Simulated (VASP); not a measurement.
Runs of VASP 6.6.1 on Pt. The structure is that of space group R-3m (No. 166), or close to it. The cells are those of the table. 

```tsv
cell	gap on the mesh (eV)	pressure (GPa)
a = 2.669 Å, angles 70.3°, 1 atom	none	1.0
a = 3.088 Å, angles 50.9°, 1 atom	none	(a)
a = 2.642 Å, angles 70.4°, 1 atom	none	(b)
a = 2.702 Å, angles 66.8°, 1 atom	none	-0.3
a = 2.982 Å, angles 53.7°, 1 atom	none	0.2
```

Alike in all rows: task single point; level PBE; potentials or basis VASP PAW PBE potentials, release 64 (Pt); no spin polarisation; k mesh 20 × 20 × 20; cutoff (eV) 520; smearing gaussian 0.15 eV.

Task: Fill in the values left out.

Result: (a) 2.5; (b) 8.6.

Caveats: spin-orbit coupling is left out, which moves the levels of the heavy elements; the cell stands under pressure (at least some runs).

A k mesh can miss the band edges, and the runs leave out spin-orbit coupling on Pt.

A gap of «none» marks levels without a gap at the run's occupations.
